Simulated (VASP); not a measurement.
# MgO (I4/mmm) in VASP: single point with r2SCAN

Aim: the single point of MgO with r2SCAN.

All numbers are computed with VASP 6.6.1; they aren't measurements. Logs are shortened: lines on timing, memory, paths and dates and some standing lists are left out, and cuts for length are marked.

## (1) The cell of the first run

Symmetry: I4/mmm, No. 139, tetragonal system. The conventional cell has a = 2.973 Å, b = 2.973 Å, c = 4.330 Å, α = 90.00°, β = 90.00°, γ = 90.00°. Within 2.8 Å of Mg (site symmetry 4/mmm) lie 6 O at 2.10 to 2.17 Å. Within 2.8 Å of O (site symmetry 4/mmm) lie 6 Mg at 2.10 to 2.17 Å.

## (2) Single point, r2SCAN (strain +0.0300 x Voigt [0, 0, 1, 0, 0, 0])

File POSCAR:

```
MgO
1.0
    0.0000000000      2.1021086852      2.1651719458
    2.1021086852      0.0000000000      2.1651719458
    2.1021086852      2.1021086852      0.0000000000
Mg O
1 1
Direct
    0.0000000000      0.0000000000      0.0000000000
    0.5000000000      0.5000000000      0.5000000000
```

File INCAR.step1:

```
  ALGO = Normal
  EDIFF = 1E-5
  ENCUT = 920
  GGA = PE
  GGA_COMPAT = False
  ISMEAR = 0
  LASPH = True
  LCHARG = False
  LREAL = False
  LWAVE = True
  NBANDS = 15
  NELM = 120
  PREC = Accurate
  SIGMA = 0.05
```

File INCAR.step2:

```
  ALGO = Normal
  EDIFF = 1E-6
  ENCUT = 920
  GGA_COMPAT = False
  ISIF = 2
  ISMEAR = 0
  ISTART = 1
  LASPH = True
  LCHARG = True
  LELF = True
  LMIXTAU = True
  LREAL = False
  LVHAR = True
  LWAVE = False
  METAGGA = R2SCAN
  NBANDS = 15
  NELM = 120
  PREC = Accurate
  SIGMA = 0.05
```

File KPOINTS:

```
k-points
0
Gamma
  10 10 10
```

Potentials or basis: VASP PAW PBE potentials, release 64 (Mg_sv, O).

The run is started by

```console
> cat potpaw_PBE.64/Mg_sv/POTCAR potpaw_PBE.64/O/POTCAR > POTCAR
> cp INCAR.step1 INCAR
> mpirun -np 1 vasp_std > vasp.out
> cp INCAR.step2 INCAR
> mpirun -np 1 vasp_std > vasp.out
```

OUTCAR:

```text
EDIFF = 1E-6
   ENCUT = 920
   ISIF = 2
   ISMEAR = 0
   ISTART = 1
   LASPH = True
   LREAL = False
   METAGGA = R2SCAN
   NELM = 120
   PREC = Accurate

 ion  position               nearest neighbor table
   1  0.000  0.000  0.000-   2 2.10   2 2.10   2 2.10   2 2.10
   2  0.500  0.500  0.500-   1 2.10   1 2.10   1 2.10   1 2.10

  LATTYP: Found a body centered tetragonal cell.
 ALAT       =     2.9728306122
 C/A-ratio  =     1.4566399693

  Lattice vectors:

 A1 = (  -2.1021086852,   0.0000000000,   2.1651719458)
 A2 = (   2.1021086852,   0.0000000000,   2.1651719458)
 A3 = (   0.0000000000,   2.1021086852,  -2.1651719458)

Analysis of symmetry for initial positions (statically):
=====================================================================
 Subroutine PRICEL returns:
 Original cell was already a primitive cell.

 Routine SETGRP: Setting up the symmetry group for a
 body centered tetragonal supercell.

 Subroutine GETGRP returns: Found 16 space group operations
 (whereof 16 operations were pure point group operations)
 out of a pool of 16 trial point group operations.

The static configuration has the point symmetry D_4h.

Analysis of symmetry for dynamics (positions and initial velocities):
=====================================================================
 Subroutine PRICEL returns:
 Original cell was already a primitive cell.

 Routine SETGRP: Setting up the symmetry group for a
 body centered tetragonal supercell.

 Subroutine GETGRP returns: Found 16 space group operations
 (whereof 16 operations were pure point group operations)
 out of a pool of 16 trial point group operations.

The dynamic configuration has the point symmetry D_4h.

 Subroutine INISYM returns: Found 16 space group operations
 (whereof 16 operations are pure point group operations),
 and found     1 'primitive' translations

----------------------------------------------------------------------------------------

                                     Primitive cell

  volume of cell :      19.1352

  direct lattice vectors                    reciprocal lattice vectors
     0.000000000  2.102108685  2.165171946    -0.237856398  0.237856398  0.230928542
     2.102108685  0.000000000  2.165171946     0.237856398 -0.237856398  0.230928542
     2.102108685  2.102108685  0.000000000     0.237856398  0.237856398 -0.230928542

  length of vectors
     3.017752554  3.017752554  2.972830612     0.408018778  0.408018778  0.408018778

  position of ions in fractional coordinates (direct lattice)
     0.000000000  0.000000000  0.000000000
     0.500000000  0.500000000  0.500000000

  ion indices of the primitive-cell ions
   primitive index   ion index
                 1           1
                 2           2

----------------------------------------------------------------------------------------

 KPOINTS: k-points

Automatic generation of k-mesh.
 Grid dimensions read from file:
 generate k-points for:   10   10   10

 Generating k-lattice:

  Cartesian coordinates                     Fractional coordinates (reciprocal lattice)
    -0.023785640  0.023785640  0.023092854     0.100000000  0.000000000  0.000000000
     0.023785640 -0.023785640  0.023092854     0.000000000  0.100000000  0.000000000
     0.023785640  0.023785640 -0.023092854    -0.000000000 -0.000000000  0.100000000

  Length of vectors
     0.040801878  0.040801878  0.040801878

  Shift w.r.t. Gamma in fractional coordinates (k-lattice)
     0.000000000  0.000000000  0.000000000

 Subroutine IBZKPT returns following result:
 ===========================================

 Found    102 irreducible k-points:

 Following reciprocal coordinates:
            Coordinates               Weight
  0.000000  0.000000  0.000000      1.000000
  0.100000 -0.000000  0.000000      8.000000
  0.200000 -0.000000  0.000000      8.000000
  0.300000  0.000000  0.000000      8.000000
  0.400000  0.000000  0.000000      8.000000
  0.500000 -0.000000  0.000000      4.000000
[... 16 lines left out ...]
  0.300000  0.300000  0.000000      2.000000
  0.400000  0.300000  0.000000      8.000000
 [... further k-points ...]
   k-points           NKPTS =    102   k-points in BZ     NKDIM =    102   number of bands    NBANDS=     15
   number of dos      NEDOS =    301   number of ions     NIONS =      2
   total plane-waves  NPLWV =  27000
   dimension x,y,z NGX =    30 NGY =   30 NGZ =   30
   dimension x,y,z NGXF=    60 NGYF=   60 NGZF=   60
   ions per type =               1   1
   NGX,Y,Z   is equivalent  to a cutoff of  16.53, 16.53, 16.78 a.u.
   NGXF,Y,Z  is equivalent  to a cutoff of  33.05, 33.05, 33.55 a.u.
 SYSTEM =  unknown system
   PREC   = accura    normal or accurate (medium, high low for compatibility)
   ISTART =      1    job   : 0-new  1-cont  2-samecut
   ICHARG =      0    charge: 1-file 2-atom 10-const
   ISPIN  =      1    spin polarized calculation?
   LNONCOLLINEAR =      F non collinear calculations
   LSORBIT =      F    spin-orbit coupling
   LASPH  =      T    aspherical Exc in radial PAW
   ENCUT  =  920.0 eV  67.62 Ry    8.22 a.u.   7.46  7.46  7.35*2*pi/ulx,y,z
   NELM   =    120;   NELMIN=  2; NELMDL=  0     # of ELM steps
   EDIFF  = 0.1E-05   stopping-criterion for ELM
   LREAL  =      F    real-space projection
   EDIFFG = 0.1E-04   stopping-criterion for IOM
   NSW    =      0    number of steps for IOM
   IBRION =     -1    ionic relax: 0-MD 1-quasi-New 2-CG
   NFREE  =      0    steps in history (QN), initial steepest desc. (CG)
   ISIF   =      2    stress and relaxation
   ISYM   =      2    0-nonsym 1-usesym 2-fastsym
   POTIM  = 0.5000    time-step for ionic-motion
   TEBEG  =    0.0;   TEEND  =   0.0 temperature during run
   PSTRESS=    0.0 pullay stress
   NELECT =      16.0000    total number of electrons
   NUPDOWN=      -1.0000    fix difference up-down
   EMIN   =  10.00;   EMAX   =-10.00  energy-range for DOS
   EFERMI =   0.00;   METHOD = LEGACY
   ISMEAR =     0;   SIGMA  =   0.05  broadening in eV -4-tet -1-fermi 0-gaus
   EFERMI_NEDOS =   21; number of points for ismear=-14 and -15
   IALGO  =     38    algorithm
   IMIX   =      4    mixing-type and parameters
     AMIX     =   0.40;   BMIX     =  1.00
     AMIX_MAG =   1.60;   BMIX_MAG =  1.00
  volume/ion in A,a.u.               =       9.57        64.57
  Fermi-wavevector in a.u.,A,eV,Ry     =   1.542306  2.914536 32.364290  2.378708
  Thomas-Fermi vector in A             =   2.648129
   LORBIT       =      0    0 simple, 1 ext, 2 COOP (PROOUT), +10 PAW based schemes
   METAGGA = R2SCAN    functional components
   LHFCALC =     F    Hartree Fock is set to
   AEXX    =    0.0000 exact exchange contribution
   IVDW    =     0    specifies the selected vdW correction
   LEPSILON=     F    determine dielectric tensor
   LRPA    =     F    only Hartree local field effects (RPA)
 non-spin polarized calculation
 Gauss-broadening in eV      SIGMA  =   0.05
  energy-cutoff  :      920.00
  volume of cell :       19.14
 maximum number of plane-waves:      1243
 NGX is ok and might be reduce to    30
   NGX = 15   NGY = 15   NGZ = 15

 number of electron      15.9999994 magnetization

 Free energy of the ion-electron system (eV)
  ---------------------------------------------------
  ext. energy  EPLUGINS =         0.00000000
  ---------------------------------------------------
  free energy    TOTEN  =       -16.14304791 eV

  energy without entropy =      -16.14304791  energy(sigma->0) =      -16.14304791

 E-fermi :   2.7844     XC(G=0): -11.9076

 val. band max:        2.3778983054   @ k =   0.0000   0.0000   0.0000
 cond. band min:       7.7392566017   @ k =   0.0000   0.0000   0.0000
 fundamental gap:      5.3613582963
 Fermi energy:         2.7843536709

 k-point     1 :       0.0000    0.0000    0.0000
  band No.  band energies     occupation
      1     -72.7183      2.00000
      2     -37.8199      2.00000
      3     -37.8000      2.00000
      4     -37.8000      2.00000
      5     -15.7309      2.00000
      6       2.3170      2.00000
      7       2.3170      2.00000
      8       2.3779      2.00000
      9       7.7393      0.00000
     10      18.8607      0.00000
     11      19.1727      0.00000
     12      19.1727      0.00000
     13      23.1059      0.00000
     14      24.4310      0.00000
     15      25.4009      0.00000

 k-point     2 :       0.1000   -0.0000    0.0000
  band No.  band energies     occupation
      1     -72.7175      2.00000
      2     -37.8232      2.00000
      3     -37.8051      2.00000
      4     -37.8005      2.00000
      5     -15.6288      2.00000
      6       1.7167      2.00000
      7       2.2559      2.00000
      8       2.2869      2.00000
      9       8.3525      0.00000
     10      17.8201      0.00000
     11      19.2010      0.00000
     12      19.4253      0.00000
     13      23.7545      0.00000
     14      24.6165      0.00000
     15      24.7784      0.00000

 k-point     3 :       0.2000   -0.0000    0.0000
  band No.  band energies     occupation
      1     -72.7157      2.00000
      2     -37.8369      2.00000
      3     -37.8132      2.00000
      4     -37.8020      2.00000
      5     -15.3496      2.00000
      6       0.4315      2.00000
      7       2.1003      2.00000
      8       2.1021      2.00000
      9       9.5653      0.00000
     10      16.3011      0.00000
     11      19.6345      0.00000
     12      19.9756      0.00000
     13      23.1725      0.00000
     14      23.8052      0.00000
     15      25.8067      0.00000
[... 343 lines left out ...]
 k-point    23 :       0.3000    0.3000    0.0000
  band No.  band energies     occupation
      1     -72.7124      2.00000
      2     -37.8624      2.00000
      3     -37.8150      2.00000
      4     -37.8150      2.00000
      5     -14.8435      2.00000
      6      -0.7332      2.00000
      7       1.4679      2.00000
      8       1.4679      2.00000
      9      11.9527      0.00000
     10      13.8222      0.00000
     11      17.4518      0.00000
     12      21.4974      0.00000
     13      21.4974      0.00000
     14      27.9430      0.00000
     15      30.4809      0.00000

 k-point    24 :       0.4000    0.3000    0.0000
  band No.  band energies     occupation
      1     -72.7110      2.00000
      2     -37.8706      2.00000
      3     -37.8211      2.00000
      4     -37.8174      2.00000
      5     -14.6205      2.00000
      6      -1.1569      2.00000
      7       1.1031      2.00000
      8       1.3318      2.00000
      9      12.7519      0.00000
     10      13.5674      0.00000
     11      16.6577      0.00000
     12      21.7914      0.00000
     13      21.9474      0.00000
     14      28.6312      0.00000
     15      30.1067      0.00000

 [... further k-points ...]

------------------------ aborting loop because EDIFF is reached ----------------------------------------

  FORCE on cell =-STRESS in cart. coord.  units (eV):
  Direction    XX          YY          ZZ          XY          YZ          ZX
  --------------------------------------------------------------------------------------
  -------------------------------------------------------------------------------------
  Total       -0.2512946     -0.2512946     -0.8532743      0.0000000      0.0000000     -0.0000000
  in kB      -21.0407377    -21.0407377    -71.4441228      0.0000000      0.0000000     -0.0000000
  external PRESSURE =     -37.8418661 kB  Pullay stress =       0.0000000 kB

 VOLUME and BASIS-vectors are now :
 -----------------------------------------------------------------------------
  energy-cutoff  :      920.00
  volume of cell :       19.14
      direct lattice vectors                 reciprocal lattice vectors
     0.000000000  2.102108685  2.165171946    -0.237856398  0.237856398  0.230928542
     2.102108685  0.000000000  2.165171946     0.237856398 -0.237856398  0.230928542
     2.102108685  2.102108685  0.000000000     0.237856398  0.237856398 -0.230928542

 POSITION                                       TOTAL-FORCE (eV/Angst)
 -----------------------------------------------------------------------------------
      0.00000      0.00000      0.00000         0.000000     -0.000000      0.000000
      2.10211      2.10211      2.16517        -0.000000      0.000000      0.000000
 -----------------------------------------------------------------------------------
    total drift:                                0.000000      0.000000      0.000000

  FREE ENERGIE OF THE ION-ELECTRON SYSTEM (eV)
  ---------------------------------------------------
  free  energy   TOTEN  =       -16.1430479052 eV

  energy  without entropy=      -16.1430479052  energy(sigma->0) =      -16.14304791
```

It took 2.6 min on 1 thread of Intel Xeon Platinum 8488C (Sapphire Rapids), shared host; peak memory 0.2 GiB.

Results:

* Free energy: -16.1430 eV
* Pressure: -3.8 GPa
* Band gap on the k mesh: 5.36 eV

Stress tensor (GPa, compression positive):
```
-2.10  0.00  0.00
 0.00 -2.10  0.00
 0.00  0.00 -7.14
```

Levels at points of the mesh, in eV from the valence-band top:
```
           k point  band 4  band 5  band 6  band 7  band 8  band 9  band 10  band 11  band 12  band 13
(0.00, 0.00, 0.00)  -40.18  -18.11   -0.06   -0.06    0.00    5.36    16.48    16.79    16.79    20.73
(0.50, 0.00, 0.00)  -40.18  -16.89   -4.53   -0.72   -0.66    8.63    13.51    16.91    17.57    22.08
(0.50, 0.50, 0.00)  -40.20  -16.74   -4.08   -1.29   -1.29   10.18    10.89    13.74    20.28    20.28
(0.50, 0.00, 0.50)  -40.21  -16.66   -3.98   -1.50   -1.32    9.87    10.84    14.14    19.64    20.23
```

Caveat: the cell differs from its parent crystal (strain +0.0300 x Voigt [0, 0, 1, 0, 0, 0]); the stress differs along the axes, from -7 to -2 GPa; the PAW data sets were made with another functional, which shifts forces and pressure a little.
